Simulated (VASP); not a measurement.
# CsSnI3 (P4/mmm) in VASP: further runs

The runs below take CsSnI3 through single point, with PBE.

All numbers are computed with VASP 6.6.1; they aren't measurements. Logs are shortened: lines on timing, memory, paths and dates and some standing lists are left out, and cuts for length are marked.

### Step 1. The cell of the first run

The structure is tetragonal, space group P4/mmm (No. 123). Conventional cell: a = 6.020 Å, b = 6.020 Å, c = 6.299 Å, α = 90.00°, β = 90.00°, γ = 90.00°. Within 5.6 Å of Cs (site symmetry 4/mmm) lie 12 I at 4.26 to 4.36 Å and 8 Sn at 5.29 Å. Sn (site symmetry 4/mmm) has 6 I at 3.01 to 3.15 Å within 4.0 Å. I (site symmetry mmm) has 2 Sn at 3.01 Å within 4.0 Å. Within 4.4 Å of I (site symmetry 4/mmm) lie 2 Sn at 3.15 Å and 4 Cs at 4.26 Å and 8 I at 4.36 Å.

### Step 2. Single point, PBE (strain -0.030 along x and y, +0.015 along z)

INCAR

```
PREC = Accurate ; ENCUT = 520
EDIFF = 1E-7 ; ISMEAR = 0
SIGMA = 0.03 ; LREAL = F
LASPH = T ; NELM = 80
ALGO = Normal ; ISIF = 2
LWAVE = F ; LCHARG = T
GGA = PE ; LELF = T
LVHAR = T ; NBANDS = 30
```

KPOINTS

```
regular mesh
0
Gamma
  6 6 6
```

POSCAR

```
CsSnI3
1.0
    6.0195290000      0.0000000000      0.0000000000
    0.0000000000      6.0195290000      0.0000000000
    0.0000000000      0.0000000000      6.2987855000
Cs Sn I
1 1 3
Direct
    0.0000000000      0.0000000000      0.0000000000
    0.5000000000      0.5000000000      0.5000000000
    0.0000000000      0.5000000000      0.5000000000
    0.5000000000      0.0000000000      0.5000000000
    0.5000000000      0.5000000000      0.0000000000
```

Potentials or basis: VASP PAW PBE potentials, release 64 (Cs_sv, Sn_d, I).

On the command line:

```sh
cat potpaw_PBE.64/Cs_sv/POTCAR potpaw_PBE.64/Sn_d/POTCAR potpaw_PBE.64/I/POTCAR > POTCAR
mpirun -np 1 vasp_std > vasp.out
```

OUTCAR:

```text
PREC = Accurate
   ENCUT = 520
   EDIFF = 1E-7
   ISMEAR = 0
   LREAL = F
   LASPH = T
   NELM = 80
   ISIF = 2
   GGA = PE

 ion  position               nearest neighbor table
   1  0.000  0.000  0.000-
   2  0.500  0.500  0.500-   3 3.01   4 3.01   4 3.01   3 3.01   5 3.15   5 3.15
   3  0.000  0.500  0.500-   2 3.01   2 3.01
   4  0.500  0.000  0.500-   2 3.01   2 3.01
   5  0.500  0.500  0.000-   2 3.15   2 3.15

  LATTYP: Found a simple tetragonal cell.
 ALAT       =     6.0195290000
 C/A-ratio  =     1.0463917526

  Lattice vectors:

 A1 = (   6.0195290000,   0.0000000000,   0.0000000000)
 A2 = (   0.0000000000,   6.0195290000,   0.0000000000)
 A3 = (   0.0000000000,   0.0000000000,   6.2987855000)

Analysis of symmetry for initial positions (statically):
=====================================================================
 Subroutine PRICEL returns:
 Original cell was already a primitive cell.

 Routine SETGRP: Setting up the symmetry group for a
 simple tetragonal supercell.

 Subroutine GETGRP returns: Found 16 space group operations
 (whereof 16 operations were pure point group operations)
 out of a pool of 16 trial point group operations.

The static configuration has the point symmetry D_4h.

Analysis of symmetry for dynamics (positions and initial velocities):
=====================================================================
 Subroutine PRICEL returns:
 Original cell was already a primitive cell.

 Routine SETGRP: Setting up the symmetry group for a
 simple tetragonal supercell.

 Subroutine GETGRP returns: Found 16 space group operations
 (whereof 16 operations were pure point group operations)
 out of a pool of 16 trial point group operations.

The dynamic configuration has the point symmetry D_4h.

 Subroutine INISYM returns: Found 16 space group operations
 (whereof 16 operations are pure point group operations),
 and found     1 'primitive' translations

----------------------------------------------------------------------------------------

                                     Primitive cell
[... 91 lines left out ...]
   ISPIN  =      1    spin polarized calculation?
   LNONCOLLINEAR =      F non collinear calculations
   LSORBIT =      F    spin-orbit coupling
   LASPH  =      T    aspherical Exc in radial PAW
   ENCUT  =  520.0 eV  38.22 Ry    6.18 a.u.  11.19 11.19 11.71*2*pi/ulx,y,z
   NELM   =     80;   NELMIN=  2; NELMDL= -5     # of ELM steps
   EDIFF  = 0.1E-06   stopping-criterion for ELM
   LREAL  =      F    real-space projection
   EDIFFG = 0.1E-05   stopping-criterion for IOM
   NSW    =      0    number of steps for IOM
   IBRION =     -1    ionic relax: 0-MD 1-quasi-New 2-CG
   NFREE  =      0    steps in history (QN), initial steepest desc. (CG)
   ISIF   =      2    stress and relaxation
   ISYM   =      2    0-nonsym 1-usesym 2-fastsym
   POTIM  = 0.5000    time-step for ionic-motion
   TEBEG  =    0.0;   TEEND  =   0.0 temperature during run
   PSTRESS=    0.0 pullay stress
   NELECT =      44.0000    total number of electrons
   NUPDOWN=      -1.0000    fix difference up-down
   EMIN   =  10.00;   EMAX   =-10.00  energy-range for DOS
   EFERMI =   0.00;   METHOD = LEGACY
   ISMEAR =     0;   SIGMA  =   0.03  broadening in eV -4-tet -1-fermi 0-gaus
   EFERMI_NEDOS =   21; number of points for ismear=-14 and -15
   IALGO  =     38    algorithm
   IMIX   =      4    mixing-type and parameters
     AMIX     =   0.40;   BMIX     =  1.00
     AMIX_MAG =   1.60;   BMIX_MAG =  1.00
  volume/ion in A,a.u.               =      45.65       308.04
  Fermi-wavevector in a.u.,A,eV,Ry     =   0.945726  1.787162 12.169007  0.894397
  Thomas-Fermi vector in A             =   2.073655
   LORBIT       =      0    0 simple, 1 ext, 2 COOP (PROOUT), +10 PAW based schemes
   GGA     = PE    functional components
   LHFCALC =     F    Hartree Fock is set to
   AEXX    =    0.0000 exact exchange contribution
   IVDW    =     0    specifies the selected vdW correction
   LEPSILON=     F    determine dielectric tensor
   LRPA    =     F    only Hartree local field effects (RPA)
 non-spin polarized calculation
 Gauss-broadening in eV      SIGMA  =   0.03
  energy-cutoff  :      520.00
  volume of cell :      228.23
 maximum number of plane-waves:      6176
 NGX is ok and might be reduce to    48
   NGX = 23   NGY = 23   NGZ = 23

 number of electron      44.0000000 magnetization

 Free energy of the ion-electron system (eV)
  ---------------------------------------------------
  ext. energy  EPLUGINS =         0.00000000
  ---------------------------------------------------
  free energy    TOTEN  =       -13.89619306 eV

  energy without entropy =      -13.89619256  energy(sigma->0) =      -13.89619281

 E-fermi :   3.4819     XC(G=0):  -7.7144

 val. band max:        3.4098356896   @ k =   0.5000   0.5000   0.5000
 cond. band min:       3.5542389921   @ k =   0.5000   0.5000   0.5000
 fundamental gap:      0.1444033025
 Fermi energy:         3.4818528936

 k-point     1 :       0.0000    0.0000    0.0000
  band No.  band energies     occupation
      1     -19.0462      2.00000
      2     -18.7938      2.00000
      3     -18.7907      2.00000
      4     -18.7666      2.00000
      5     -18.7666      2.00000
      6     -18.7592      2.00000
[... 781 lines left out ...]
     29       7.9813      0.00000
     30       8.4531      0.00000

 [... further k-points ...]

------------------------ aborting loop because EDIFF is reached ----------------------------------------

  FORCE on cell =-STRESS in cart. coord.  units (eV):
  Direction    XX          YY          ZZ          XY          YZ          ZX
  --------------------------------------------------------------------------------------
  -------------------------------------------------------------------------------------
  Total        3.2248808      3.2248808      0.5819121      0.0000000     -0.0000000      0.0000000
  in kB       22.6382271     22.6382271      4.0849439      0.0000000     -0.0000000      0.0000000
  external PRESSURE =      16.4537994 kB  Pullay stress =       0.0000000 kB

 VOLUME and BASIS-vectors are now :
 -----------------------------------------------------------------------------
  energy-cutoff  :      520.00
  volume of cell :      228.23
      direct lattice vectors                 reciprocal lattice vectors
     6.019529000  0.000000000  0.000000000     0.166125954  0.000000000  0.000000000
     0.000000000  6.019529000  0.000000000     0.000000000  0.166125954  0.000000000
     0.000000000  0.000000000  6.298785500     0.000000000  0.000000000  0.158760764

 POSITION                                       TOTAL-FORCE (eV/Angst)
 -----------------------------------------------------------------------------------
      0.00000      0.00000      0.00000         0.000000      0.000000      0.000000
      3.00976      3.00976      3.14939         0.000000      0.000000      0.000000
      0.00000      3.00976      3.14939         0.000000      0.000000      0.000000
      3.00976      0.00000      3.14939         0.000000      0.000000      0.000000
      3.00976      3.00976      0.00000         0.000000      0.000000      0.000000
 -----------------------------------------------------------------------------------
    total drift:                                0.000000     -0.000000     -0.000000

  FREE ENERGIE OF THE ION-ELECTRON SYSTEM (eV)
  ---------------------------------------------------
  free  energy   TOTEN  =       -13.8961930562 eV

  energy  without entropy=      -13.8961925586  energy(sigma->0) =      -13.89619281
```

OSZICAR:

```text
N       E                     dE             d eps       ncg     rms          rms(c)
DAV:   1     0.347963530619E+03    0.34796E+03   -0.18017E+04  2400   0.134E+03
DAV:   2     0.302601342032E+02   -0.31770E+03   -0.30395E+03  2738   0.283E+02
DAV:   3    -0.122607015867E+02   -0.42521E+02   -0.41986E+02  2876   0.114E+02
DAV:   4    -0.140472729636E+02   -0.17866E+01   -0.17806E+01  3020   0.271E+01
DAV:   5    -0.141072780868E+02   -0.60005E-01   -0.59996E-01  3704   0.479E+00    0.486E+00
DAV:   6    -0.139076048182E+02    0.19967E+00   -0.32478E-01  3150   0.298E+00    0.318E+00
DAV:   7    -0.138941746182E+02    0.13430E-01   -0.26893E-01  3102   0.210E+00    0.941E-01
DAV:   8    -0.138956876487E+02   -0.15130E-02   -0.39620E-02  2852   0.128E+00    0.339E-01
DAV:   9    -0.138959699015E+02   -0.28225E-03   -0.25097E-03  3056   0.387E-01    0.969E-02
DAV:  10    -0.138961390742E+02   -0.16917E-03   -0.39163E-04  3006   0.105E-01    0.352E-02
DAV:  11    -0.138962002806E+02   -0.61206E-04   -0.26989E-04  3008   0.111E-01    0.442E-02
DAV:  12    -0.138961966552E+02    0.36254E-05   -0.22157E-05  3038   0.220E-02    0.300E-02
DAV:  13    -0.138961942525E+02    0.24027E-05   -0.31946E-06  3126   0.113E-02    0.138E-02
DAV:  14    -0.138961931511E+02    0.11014E-05   -0.27505E-06  3198   0.121E-02    0.350E-03
DAV:  15    -0.138961930562E+02    0.94922E-07   -0.50481E-07  2844   0.395E-03
   1 F= -.13896193E+02 E0= -.13896193E+02  d E =-.497517E-06
```

It took 2.1 min on 1 thread of Intel Xeon 6975P-C (Granite Rapids), shared host; peak memory 0.49 GiB.

Results:

* Free energy: -13.8962 eV
* Pressure: 1.6 GPa
* Band gap on the k mesh: 0.14 eV

Stress tensor (GPa, compression positive):
```
2.26 0.00 0.00
0.00 2.26 0.00
0.00 0.00 0.41
```

Levels at points of the mesh, in eV from the valence-band top:
```tsv
k point	band 19	band 20	band 21	band 22	band 23	band 24	band 25	band 26
(0.00, 0.00, 0.00)	-2.57	-2.41	-2.41	-2.37	2.03	2.80	2.91	3.15
(0.50, 0.00, 0.00)	-2.78	-2.57	-2.53	-1.52	1.05	3.71	3.78	3.85
(0.50, 0.50, 0.00)	-2.89	-2.74	-1.88	-0.54	0.68	0.68	3.46	4.08
(0.00, 0.00, 0.50)	-2.76	-2.52	-2.52	-1.88	0.97	3.52	3.76	3.89
(0.50, 0.00, 0.50)	-2.87	-2.74	-1.99	-0.84	0.57	0.82	4.03	4.22
(0.50, 0.50, 0.50)	-1.97	-1.97	-1.87	0.00	0.14	0.32	0.32	2.79
```

Caveat: the cell differs from its parent crystal (strain -0.030 along x and y, +0.015 along z); spin-orbit coupling is left out, which moves the levels of the heavy elements.

### Step 3. Single point, PBE (strain -0.030 along x and y, +0.030 along z)

INCAR

```
SYSTEM = CsSnI3
PREC = Accurate ; ENCUT = 520
EDIFF = 1E-6 ; ISMEAR = 0
SIGMA = 0.03 ; LREAL = .FALSE.
LASPH = .TRUE. ; NELM = 60
ALGO = Normal ; ISIF = 2
LWAVE = .FALSE. ; LCHARG = .FALSE.
GGA = PE ; NBANDS = 30
```

KPOINTS

```
Automatic mesh
0
G
  6 6 6
  0 0 0
```

POSCAR, as its differences from that of step 2:

```diff
@@ -4,3 +4,3 @@
     0.0000000000      6.0195290000      0.0000000000
-    0.0000000000      0.0000000000      6.2987855000
+    0.0000000000      0.0000000000      6.3918710000
 Cs Sn I
```

Potentials or basis: VASP PAW PBE potentials, release 64 (Cs_sv, Sn_d, I).

On the command line:

```sh
cat potpaw_PBE.64/Cs_sv/POTCAR potpaw_PBE.64/Sn_d/POTCAR potpaw_PBE.64/I/POTCAR > POTCAR
mpirun -np 1 vasp_std > vasp.out
```

OUTCAR:

```text
SYSTEM = CsSnI3
   PREC = Accurate
   ENCUT = 520
   EDIFF = 1E-6
   ISMEAR = 0
   LREAL = .FALSE.
   LASPH = .TRUE.
   NELM = 60
   ISIF = 2
   GGA = PE

 ion  position               nearest neighbor table
   1  0.000  0.000  0.000-
   2  0.500  0.500  0.500-   3 3.01   4 3.01   4 3.01   3 3.01   5 3.20   5 3.20
   3  0.000  0.500  0.500-   2 3.01   2 3.01
   4  0.500  0.000  0.500-   2 3.01   2 3.01
   5  0.500  0.500  0.000-   2 3.20   2 3.20

  LATTYP: Found a simple tetragonal cell.
 ALAT       =     6.0195290000
 C/A-ratio  =     1.0618556701

  Lattice vectors:

 A1 = (   6.0195290000,   0.0000000000,   0.0000000000)
 A2 = (   0.0000000000,   6.0195290000,   0.0000000000)
 A3 = (   0.0000000000,   0.0000000000,   6.3918710000)

Analysis of symmetry for initial positions (statically):
=====================================================================
 Subroutine PRICEL returns:
 Original cell was already a primitive cell.

 Routine SETGRP: Setting up the symmetry group for a
 simple tetragonal supercell.

[... 173 lines left out ...]
 E-fermi :   3.3072     XC(G=0):  -7.6523

 val. band max:        3.2333306929   @ k =   0.5000   0.5000   0.5000
 cond. band min:       3.3813554988   @ k =   0.5000   0.5000   0.5000
 fundamental gap:      0.1480248059
 Fermi energy:         3.3071898906

 k-point     1 :       0.0000    0.0000    0.0000
  band No.  band energies     occupation
      1     -19.1693      2.00000
      2     -18.9268      2.00000
      3     -18.9263      2.00000
      4     -18.9038      2.00000
      5     -18.9038      2.00000
      6     -18.8924      2.00000
[... 781 lines left out ...]
     29       7.8680      0.00000
     30       8.3287      0.00000

 [... further k-points ...]

------------------------ aborting loop because EDIFF is reached ----------------------------------------

  FORCE on cell =-STRESS in cart. coord.  units (eV):
  Direction    XX          YY          ZZ          XY          YZ          ZX
  --------------------------------------------------------------------------------------
  -------------------------------------------------------------------------------------
  Total        3.1068512      3.1068512     -0.1841875      0.0000000     -0.0000000      0.0000000
  in kB       21.4920582     21.4920582     -1.2741419      0.0000000     -0.0000000      0.0000000
  external PRESSURE =      13.9033248 kB  Pullay stress =       0.0000000 kB

 VOLUME and BASIS-vectors are now :
 -----------------------------------------------------------------------------
  energy-cutoff  :      520.00
  volume of cell :      231.61
      direct lattice vectors                 reciprocal lattice vectors
     6.019529000  0.000000000  0.000000000     0.166125954  0.000000000  0.000000000
     0.000000000  6.019529000  0.000000000     0.000000000  0.166125954  0.000000000
     0.000000000  0.000000000  6.391871000     0.000000000  0.000000000  0.156448714

 POSITION                                       TOTAL-FORCE (eV/Angst)
 -----------------------------------------------------------------------------------
      0.00000      0.00000      0.00000         0.000000      0.000000      0.000000
      3.00976      3.00976      3.19594         0.000000      0.000000      0.000000
      0.00000      3.00976      3.19594         0.000000      0.000000      0.000000
      3.00976      0.00000      3.19594         0.000000      0.000000      0.000000
      3.00976      3.00976      0.00000         0.000000      0.000000      0.000000
 -----------------------------------------------------------------------------------
    total drift:                                0.000000     -0.000000     -0.000000

  FREE ENERGIE OF THE ION-ELECTRON SYSTEM (eV)
  ---------------------------------------------------
  free  energy   TOTEN  =       -13.8992307795 eV

  energy  without entropy=      -13.8992304109  energy(sigma->0) =      -13.89923060
```

It took 2.1 min on 1 thread of Intel Xeon 6975P-C (Granite Rapids), shared host; peak memory 0.48 GiB.

Results:

```
Free energy            : -13.8992 eV
Pressure               : 1.4 GPa
Band gap on the k mesh : 0.15 eV
```

Caveat: the cell differs from its parent crystal (strain -0.030 along x and y, +0.030 along z); spin-orbit coupling is left out, which moves the levels of the heavy elements. A k mesh can miss the band edges.
